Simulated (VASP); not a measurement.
# ZnSe2 (Pbca) in VASP: notebook

Runs on ZnSe2. Level: PBEsol. Tasks: single point.

Program: VASP 6.6.1. These are calculated values, not measurements. Logs are shortened: lines on timing, memory, paths and dates and some standing lists are left out, and cuts for length are marked.

**1. The cell of the first run**

The structure is orthorhombic, space group Pbca (No. 61). The conventional cell has a = 6.297 Å, b = 6.297 Å, c = 7.104 Å, α = 90.00°, β = 90.00°, γ = 90.00°. Within 3.5 Å of Zn (site symmetry -1) lie 6 Se at 2.67 to 2.94 Å. Within 3.3 Å of Se (site symmetry 1) lie 1 Se at 2.51 Å and 3 Zn at 2.67 to 2.94 Å.

**2. Single point, PBEsol (23.47 Å³/atom)**

INCAR

```
PREC = Accurate
ENCUT = 520
EDIFF = 1E-7
ISMEAR = 0
SIGMA = 0.05
LREAL = F
LASPH = T
NELM = 80
ALGO = Normal
ISIF = 2
LWAVE = F
LCHARG = T
GGA = PS
LVHAR = T
NBANDS = 60
KPAR = 4
```

KPOINTS

```
Automatic mesh
0
Gamma
  6 6 6
```

POSCAR

```
ZnSe2
1.0
    6.2969984132      0.0000000000      0.0000000000
    0.0000000000      6.2969984132      0.0000000000
    0.0000000000      0.0000000000      7.1042736098
Zn Se
4 8
Direct
    0.5000000000      0.5000000000      0.0000000000
    0.5000000000      0.0000000000      0.5000000000
    0.0000000000      0.5000000000      0.5000000000
    0.0000000000      0.0000000000      0.0000000000
    0.1099579274      0.8900420726      0.3900420726
    0.8900420726      0.3900420726      0.1099579274
    0.3900420726      0.1099579274      0.8900420726
    0.6099579274      0.6099579274      0.6099579274
    0.8900420726      0.1099579274      0.6099579274
    0.1099579274      0.6099579274      0.8900420726
    0.6099579274      0.8900420726      0.1099579274
    0.3900420726      0.3900420726      0.3900420726
```

Potentials or basis: VASP PAW PBE potentials, release 64 (Zn, Se).

Run with:

```bash
> cat potpaw_PBE.64/Zn/POTCAR potpaw_PBE.64/Se/POTCAR > POTCAR
> mpirun -np 4 vasp_std > vasp.out
```

OUTCAR:

```text
PREC = Accurate
   ENCUT = 520
   EDIFF = 1E-7
   ISMEAR = 0
   LREAL = F
   LASPH = T
   NELM = 80
   ISIF = 2
   GGA = PS

 ion  position               nearest neighbor table
   1  0.500  0.500  0.000-   6 2.67   7 2.67  10 2.67  11 2.67
   2  0.500  0.000  0.500-   5 2.67   8 2.67   9 2.67  12 2.67
   3  0.000  0.500  0.500-   5 2.67   8 2.67   9 2.67  12 2.67
   4  0.000  0.000  0.000-   6 2.67   7 2.67  10 2.67  11 2.67
   5  0.110  0.890  0.390-   9 2.51   3 2.67   2 2.67
   6  0.890  0.390  0.110-  10 2.51   4 2.67   1 2.67
   7  0.390  0.110  0.890-  11 2.51   4 2.67   1 2.67
   8  0.610  0.610  0.610-  12 2.51   3 2.67   2 2.67
   9  0.890  0.110  0.610-   5 2.51   3 2.67   2 2.67
  10  0.110  0.610  0.890-   6 2.51   4 2.67   1 2.67
  11  0.610  0.890  0.110-   7 2.51   4 2.67   1 2.67
  12  0.390  0.390  0.390-   8 2.51   3 2.67   2 2.67

  LATTYP: Found a simple tetragonal cell.
 ALAT       =     6.2969984132
 C/A-ratio  =     1.1282000000

  Lattice vectors:

 A1 = (   6.2969984132,   0.0000000000,   0.0000000000)
 A2 = (   0.0000000000,   6.2969984132,   0.0000000000)
 A3 = (   0.0000000000,   0.0000000000,   7.1042736098)

Analysis of symmetry for initial positions (statically):
=====================================================================
 Subroutine PRICEL returns:
 Original cell was already a primitive cell.

 Routine SETGRP: Setting up the symmetry group for a
 simple tetragonal supercell.

 Subroutine GETGRP returns: Found  8 space group operations
 (whereof  2 operations were pure point group operations)
 out of a pool of 16 trial point group operations.

The static configuration has the point symmetry S_2 .
 The point group associated with its full space group is D_2h.

Analysis of symmetry for dynamics (positions and initial velocities):
=====================================================================
 Subroutine PRICEL returns:
 Original cell was already a primitive cell.

 Routine SETGRP: Setting up the symmetry group for a
 simple tetragonal supercell.

 Subroutine GETGRP returns: Found  8 space group operations
 (whereof  2 operations were pure point group operations)
 out of a pool of 16 trial point group operations.

The dynamic configuration has the point symmetry S_2 .
 The point group associated with its full space group is D_2h.

 Subroutine INISYM returns: Found  8 space group operations
 (whereof  2 operations are pure point group operations),
 and found     1 'primitive' translations

----------------------------------------------------------------------------------------

                                     Primitive cell

  volume of cell :     281.7000

  direct lattice vectors                    reciprocal lattice vectors
     6.296998413  0.000000000  0.000000000     0.158805821  0.000000000  0.000000000
     0.000000000  6.296998413  0.000000000     0.000000000  0.158805821  0.000000000
     0.000000000  0.000000000  7.104273610     0.000000000  0.000000000  0.140760344

  length of vectors
     6.296998413  6.296998413  7.104273610     0.158805821  0.158805821  0.140760344

  position of ions in fractional coordinates (direct lattice)
     0.500000000  0.500000000  0.000000000
     0.500000000  0.000000000  0.500000000
     0.000000000  0.500000000  0.500000000
     0.000000000  0.000000000  0.000000000
     0.109957927  0.890042073  0.390042073
     0.890042073  0.390042073  0.109957927
     0.390042073  0.109957927  0.890042073
     0.609957927  0.609957927  0.609957927
     0.890042073  0.109957927  0.609957927
     0.109957927  0.609957927  0.890042073
     0.609957927  0.890042073  0.109957927
     0.390042073  0.390042073  0.390042073

  ion indices of the primitive-cell ions
   primitive index   ion index
                 1           1
                 2           2
                 3           3
                 4           4
                 5           5
                 6           6
                 7           7
                 8           8
                 9           9
                10          10
                11          11
                12          12

----------------------------------------------------------------------------------------

 KPOINTS: Automatic mesh

Automatic generation of k-mesh.
 Grid dimensions read from file:
 generate k-points for:    6    6    6

 Generating k-lattice:

  Cartesian coordinates                     Fractional coordinates (reciprocal lattice)
     0.026467637  0.000000000  0.000000000     0.166666667  0.000000000  0.000000000
     0.000000000  0.026467637  0.000000000     0.000000000  0.166666667  0.000000000
     0.000000000  0.000000000  0.023460057     0.000000000  0.000000000  0.166666667

  Length of vectors
     0.026467637  0.026467637  0.023460057

  Shift w.r.t. Gamma in fractional coordinates (k-lattice)
     0.000000000  0.000000000  0.000000000

 Subroutine IBZKPT returns following result:
 ===========================================

 Found     64 irreducible k-points:

 Following reciprocal coordinates:
            Coordinates               Weight
  0.000000  0.000000  0.000000      1.000000
  0.166667  0.000000  0.000000      2.000000
  0.000000  0.166667  0.000000      2.000000
  0.333333  0.000000  0.000000      2.000000
  0.000000  0.333333  0.000000      2.000000
  0.500000  0.000000  0.000000      1.000000
[... 16 lines left out ...]
  0.000000  0.500000  0.166667      2.000000
  0.166667  0.166667  0.166667      8.000000
 [... further k-points ...]
   k-points           NKPTS =     64   k-points in BZ     NKDIM =     64   number of bands    NBANDS=     60
   number of dos      NEDOS =    301   number of ions     NIONS =     12
   total plane-waves  NPLWV = 124416
   dimension x,y,z NGX =    48 NGY =   48 NGZ =   54
   dimension x,y,z NGXF=    96 NGYF=   96 NGZF=  108
   ions per type =               4   8
   NGX,Y,Z   is equivalent  to a cutoff of  12.67, 12.67, 12.64 a.u.
   NGXF,Y,Z  is equivalent  to a cutoff of  25.34, 25.34, 25.27 a.u.
 SYSTEM =  unknown system
   PREC   = accura    normal or accurate (medium, high low for compatibility)
   ISTART =      0    job   : 0-new  1-cont  2-samecut
   ICHARG =      2    charge: 1-file 2-atom 10-const
   ISPIN  =      1    spin polarized calculation?
   LNONCOLLINEAR =      F non collinear calculations
   LSORBIT =      F    spin-orbit coupling
   LASPH  =      T    aspherical Exc in radial PAW
   ENCUT  =  520.0 eV  38.22 Ry    6.18 a.u.  11.71 11.71 13.21*2*pi/ulx,y,z
   NELM   =     80;   NELMIN=  2; NELMDL= -5     # of ELM steps
   EDIFF  = 0.1E-06   stopping-criterion for ELM
   LREAL  =      F    real-space projection
   EDIFFG = 0.1E-05   stopping-criterion for IOM
   NSW    =      0    number of steps for IOM
   IBRION =     -1    ionic relax: 0-MD 1-quasi-New 2-CG
   NFREE  =      0    steps in history (QN), initial steepest desc. (CG)
   ISIF   =      2    stress and relaxation
   ISYM   =      2    0-nonsym 1-usesym 2-fastsym
   POTIM  = 0.5000    time-step for ionic-motion
   TEBEG  =    0.0;   TEEND  =   0.0 temperature during run
   PSTRESS=    0.0 pullay stress
   NELECT =      96.0000    total number of electrons
   NUPDOWN=      -1.0000    fix difference up-down
   EMIN   =  10.00;   EMAX   =-10.00  energy-range for DOS
   EFERMI =   0.00;   METHOD = LEGACY
   ISMEAR =     0;   SIGMA  =   0.05  broadening in eV -4-tet -1-fermi 0-gaus
   EFERMI_NEDOS =   21; number of points for ismear=-14 and -15
   IALGO  =     38    algorithm
   IMIX   =      4    mixing-type and parameters
     AMIX     =   0.40;   BMIX     =  1.00
     AMIX_MAG =   1.60;   BMIX_MAG =  1.00
  volume/ion in A,a.u.               =      23.47       158.42
  Fermi-wavevector in a.u.,A,eV,Ry     =   1.143500  2.160902 17.790883  1.307593
  Thomas-Fermi vector in A             =   2.280195
   LORBIT       =      0    0 simple, 1 ext, 2 COOP (PROOUT), +10 PAW based schemes
   GGA     = PS    functional components
   LHFCALC =     F    Hartree Fock is set to
   AEXX    =    0.0000 exact exchange contribution
   IVDW    =     0    specifies the selected vdW correction
   LEPSILON=     F    determine dielectric tensor
   LRPA    =     F    only Hartree local field effects (RPA)
 non-spin polarized calculation
 Gauss-broadening in eV      SIGMA  =   0.05
  energy-cutoff  :      520.00
  volume of cell :      281.70
 maximum number of plane-waves:      7632
   NGX = 23   NGY = 23   NGZ = 27

 number of electron      96.0000011 magnetization

 Free energy of the ion-electron system (eV)
  ---------------------------------------------------
  ext. energy  EPLUGINS =         0.00000000
  ---------------------------------------------------
  free energy    TOTEN  =       -40.03653355 eV

  energy without entropy =      -40.03653337  energy(sigma->0) =      -40.03653346

 E-fermi :   2.9220     XC(G=0):  -9.6859

 val. band max:        2.7866107199   @ k =   0.0000   0.0000   0.0000
 cond. band min:       3.0738172304   @ k =   0.1667   0.1667   0.0000
 fundamental gap:      0.2872065105
 Fermi energy:         2.9219864975

 k-point     1 :       0.0000    0.0000    0.0000
  band No.  band energies     occupation
      1     -11.9770      2.00000
      2     -11.2572      2.00000
      3     -11.0283      2.00000
      4     -10.9930      2.00000
      5      -9.5091      2.00000
      6      -9.2493      2.00000
[... 52 lines left out ...]
     59       7.5704      0.00000
     60       7.9782      0.00000

 k-point     2 :       0.1667    0.0000    0.0000
  band No.  band energies     occupation
      1     -11.9217      2.00000
      2     -11.2361      2.00000
      3     -11.0728      2.00000
      4     -11.0357      2.00000
      5      -9.4826      2.00000
      6      -9.2454      2.00000
[... 1383 lines left out ...]
      4     -11.0701      2.00000
      5      -9.4516      2.00000
      6      -9.2708      2.00000
[... 52 lines left out ...]
     59       7.6716      0.00000
     60       8.0186      0.00000

 [... further k-points ...]

------------------------ aborting loop because EDIFF is reached ----------------------------------------

  FORCE on cell =-STRESS in cart. coord.  units (eV):
  Direction    XX          YY          ZZ          XY          YZ          ZX
  --------------------------------------------------------------------------------------
  -------------------------------------------------------------------------------------
  Total      -11.5313948    -11.4596515    -14.7048342      0.0000000      0.0000000      0.0000000
  in kB      -65.5851590    -65.1771167    -83.6341924      0.0000000      0.0000000      0.0000000
  external PRESSURE =     -71.4654894 kB  Pullay stress =       0.0000000 kB

 VOLUME and BASIS-vectors are now :
 -----------------------------------------------------------------------------
  energy-cutoff  :      520.00
  volume of cell :      281.70
      direct lattice vectors                 reciprocal lattice vectors
     6.296998413  0.000000000  0.000000000     0.158805821  0.000000000  0.000000000
     0.000000000  6.296998413  0.000000000     0.000000000  0.158805821  0.000000000
     0.000000000  0.000000000  7.104273610     0.000000000  0.000000000  0.140760344

 POSITION                                       TOTAL-FORCE (eV/Angst)
 -----------------------------------------------------------------------------------
      3.14850      3.14850      0.00000         0.000000      0.000000      0.000000
      3.14850      0.00000      3.55214         0.000000      0.000000      0.000000
      0.00000      3.14850      3.55214         0.000000      0.000000      0.000000
      0.00000      0.00000      0.00000         0.000000      0.000000      0.000000
      0.69240      5.60459      2.77097        -0.331350      0.226762      0.662003
      5.60459      2.45609      0.78117         0.331350      0.226762     -0.662003
      2.45609      0.69240      6.32310         0.331350     -0.226762      0.662003
      3.84090      3.84090      4.33331        -0.331350     -0.226762     -0.662003
      5.60459      0.69240      4.33331         0.331350     -0.226762     -0.662003
      0.69240      3.84090      6.32310        -0.331350     -0.226762      0.662003
      3.84090      5.60459      0.78117        -0.331350      0.226762     -0.662003
      2.45609      2.45609      2.77097         0.331350      0.226762      0.662003
 -----------------------------------------------------------------------------------
    total drift:                                0.000000      0.000000     -0.000000

  FREE ENERGIE OF THE ION-ELECTRON SYSTEM (eV)
  ---------------------------------------------------
  free  energy   TOTEN  =       -40.0365335505 eV

  energy  without entropy=      -40.0365333679  energy(sigma->0) =      -40.03653346
```

It took 6.3 min on 4 MPI ranks of AMD EPYC 7R13 (Zen 3), shared host; peak memory 0.86 GiB.

What came out:

```
Free energy            : -40.0365 eV
Pressure               : -7.1 GPa
Largest force          : 0.774 eV/Å
Band gap on the k mesh : 0.29 eV (least direct gap 0.67 eV)
```

Forces in eV/Å, atoms in the order of the input:
```
Zn   0.000  0.000  0.000
Zn   0.000  0.000  0.000
Zn   0.000  0.000  0.000
Zn   0.000  0.000  0.000
Se  -0.331  0.227  0.662
Se   0.331  0.227 -0.662
Se   0.331 -0.227  0.662
Se  -0.331 -0.227 -0.662
Se   0.331 -0.227 -0.662
Se  -0.331 -0.227  0.662
Se  -0.331  0.227 -0.662
Se   0.331  0.227  0.662
```

Stress tensor (GPa, compression positive):
```
-6.56  0.00  0.00
 0.00 -6.52  0.00
 0.00  0.00 -8.36
```

Caveat: the cell stands under tension; semilocal functionals underestimate gaps, and a narrow one can read as zero; the PAW data sets were made with another functional, which shifts forces and pressure a little. A k mesh can miss the band edges.

**3. Single point, PBEsol (23.47 Å³/atom)**

INCAR

```
SYSTEM = ZnSe2
ALGO     = Normal         ! electronic algorithm
EDIFF    = 1E-7           ! SCF threshold, eV
ENCUT    = 520            ! plane-wave cutoff, eV
GGA      = PS             ! functional
ISIF     = 2              ! what is computed and relaxed
ISMEAR   = 0              ! smearing method
KPAR     = 4            
LASPH    = .True.         ! aspherical terms in the spheres
LCHARG   = .False.        ! write CHGCAR
LREAL    = .False.        ! projectors in reciprocal space
LWAVE    = .False.        ! write WAVECAR
NBANDS   = 60             ! bands
NELM     = 100            ! most SCF steps
PREC     = Accurate       ! precision mode
SIGMA    = 0.05           ! smearing width, eV
```

KPOINTS

```
k-points
0
Gamma
  6 6 6
  0 0 0
```

Changes to POSCAR since step 2:

```diff
@@ -2,5 +2,5 @@
 1.0
-    6.2969984132      0.0000000000      0.0000000000
-    0.0000000000      6.2969984132      0.0000000000
-    0.0000000000      0.0000000000      7.1042736098
+    6.4250100705      0.0000000000      0.0000000000
+    0.0000000000      6.4250100705      0.0000000000
+    0.0000000000      0.0000000000      6.8240031959
 Zn Se
```

Potentials or basis: VASP PAW PBE potentials, release 64 (Zn, Se).

Run with:

```bash
> cat potpaw_PBE.64/Zn/POTCAR potpaw_PBE.64/Se/POTCAR > POTCAR
> mpirun -np 4 vasp_std > vasp.out
```

Wall time 7.5 min (4 MPI ranks of Oxide Virtual Turin-like, shared host); peak memory 0.88 GiB.

Results (log left out):

```
Free energy            : -40.1237 eV
Pressure               : -7.7 GPa
Largest force          : 0.675 eV/Å
Band gap on the k mesh : 0.38 eV (least direct gap 0.66 eV)
```

Forces on the atoms (eV/Å):
```
Zn   0.000  0.000  0.000
Zn   0.000  0.000  0.000
Zn   0.000  0.000  0.000
Zn   0.000  0.000  0.000
Se  -0.325  0.280  0.522
Se   0.325  0.280 -0.522
Se   0.325 -0.280  0.522
Se  -0.325 -0.280 -0.522
Se   0.325 -0.280 -0.522
Se  -0.325 -0.280  0.522
Se  -0.325  0.280 -0.522
Se   0.325  0.280  0.522
```

Stress tensor (GPa, compression positive):
```
-7.46  0.00  0.00
 0.00 -7.46  0.00
 0.00  0.00 -8.16
```

Levels at points of the mesh, in eV from the valence-band top:
```
           k point  band 45  band 46  band 47  band 48  band 49  band 50  band 51  band 52
(0.00, 0.00, 0.00)    -0.77    -0.72    -0.45     0.00     0.81     0.85     1.61     1.64
(0.50, 0.00, 0.00)    -1.29    -1.29    -0.35    -0.35     0.95     0.95     1.01     1.01
(0.00, 0.50, 0.00)    -1.19    -1.19    -0.30    -0.30     0.89     0.89     1.12     1.12
(0.50, 0.50, 0.00)    -1.39    -1.39    -1.39    -1.39     1.01     1.01     1.01     1.01
(0.00, 0.00, 0.50)    -1.57    -1.57    -0.23    -0.23     0.84     0.84     0.96     0.96
(0.50, 0.00, 0.50)    -1.35    -1.35    -1.35    -1.35     0.95     0.95     0.95     0.95
(0.00, 0.50, 0.50)    -1.37    -1.37    -1.37    -1.37     0.88     0.88     0.88     0.88
(0.50, 0.50, 0.50)    -1.72    -1.72    -1.72    -1.72     1.12     1.12     1.12     1.12
```

Caveat: the cell stands under tension; semilocal functionals underestimate gaps, and a narrow one can read as zero; the PAW data sets were made with another functional, which shifts forces and pressure a little.

**4. Single point, PBEsol (21.86 Å³/atom)**

This run uses another cell than the first one, of 21.86 Å³/atom.

INCAR

```
PREC = Accurate
ENCUT = 520
EDIFF = 1E-7
ISMEAR = 0
SIGMA = 0.05
LREAL = F
LASPH = T
NELM = 100
ALGO = Normal
ISIF = 2
LWAVE = F
LCHARG = T
GGA = PS
LELF = T
LVHAR = T
NBANDS = 60
```

KPOINTS

```
regular mesh
0
Gamma
  6 6 6
```

Changes to POSCAR since step 3:

```diff
@@ -2,5 +2,5 @@
 1.0
-    6.4250100705      0.0000000000      0.0000000000
-    0.0000000000      6.4250100705      0.0000000000
-    0.0000000000      0.0000000000      6.8240031959
+    6.1487751351      0.0000000000      0.0000000000
+    0.0000000000      6.1487751351      0.0000000000
+    0.0000000000      0.0000000000      6.9370481074
 Zn Se
```

Run with:

```bash
> cat potpaw_PBE.64/Zn/POTCAR potpaw_PBE.64/Se/POTCAR > POTCAR
> mpirun -np 1 vasp_std > vasp.out
```

It took 17 min on 1 thread of Oxide Virtual Turin-like, shared host; peak memory 0.79 GiB.

It converged, with:

```yaml
Free_energy: -40.7176 eV
Pressure: -3.8 GPa
Largest_force: 0.480 eV/Å
Band_gap_on_the_k_mesh: 0.32 eV (least direct gap 0.62 eV)
```

Forces in eV/Å, atoms in the order of the input:
```
Zn   0.000  0.000  0.000
Zn   0.000  0.000  0.000
Zn   0.000  0.000  0.000
Zn   0.000  0.000  0.000
Se  -0.227  0.109  0.408
Se   0.227  0.109 -0.408
Se   0.227 -0.109  0.408
Se  -0.227 -0.109 -0.408
Se   0.227 -0.109 -0.408
Se  -0.227 -0.109  0.408
Se  -0.227  0.109 -0.408
Se   0.227  0.109  0.408
```

Stress tensor (GPa, compression positive):
```
-2.75  0.00  0.00
 0.00 -2.67  0.00
 0.00  0.00 -6.09
```

Levels at points of the mesh, in eV from the valence-band top:
```tsv
k point	band 46	band 47	band 48	band 49	band 50	band 51
(0.00, 0.00, 0.00)	-1.03	-0.95	0.00	0.62	1.15	1.46
(0.50, 0.00, 0.00)	-1.38	-0.68	-0.68	0.83	0.83	0.91
(0.00, 0.50, 0.00)	-1.25	-0.54	-0.54	0.74	0.74	1.05
(0.50, 0.50, 0.00)	-1.69	-1.69	-1.69	0.92	0.92	0.92
(0.00, 0.00, 0.50)	-1.91	-0.38	-0.38	0.70	0.70	0.70
(0.50, 0.00, 0.50)	-1.53	-1.53	-1.53	0.85	0.85	0.85
(0.00, 0.50, 0.50)	-1.52	-1.52	-1.52	0.67	0.67	0.67
(0.50, 0.50, 0.50)	-2.03	-2.03	-2.03	0.97	0.97	0.97
```

Caveat: the cell stands under tension; semilocal functionals underestimate gaps, and a narrow one can read as zero; the PAW data sets were made with another functional, which shifts forces and pressure a little. A k mesh can miss the band edges.

**5. Summary**

| cell | gap on the mesh (eV) | pressure (GPa) | largest force (eV/Å) |
| --- | --- | --- | --- |
| a = 6.297, b = 6.297, c = 7.104 Å, 12 atoms | 0.29 | -7.1 | 0.77 |
| a = 6.425, b = 6.425, c = 6.824 Å, 12 atoms | 0.38 | -7.7 | 0.68 |
| a = 6.149, b = 6.149, c = 6.937 Å, 12 atoms | 0.32 | -3.8 | 0.48 |

Alike in all rows: task single point; level PBEsol; potentials or basis VASP PAW PBE potentials, release 64 (Zn, Se); no spin polarisation; k mesh 6 × 6 × 6; cutoff (eV) 520; smearing gaussian 0.05 eV.

Caveats: the cell stands under tension; semilocal functionals underestimate gaps, and a narrow one can read as zero; the PAW data sets were made with another functional, which shifts forces and pressure a little.

Total energies depend on the potentials used, so only differences within one code and one set of settings carry meaning.
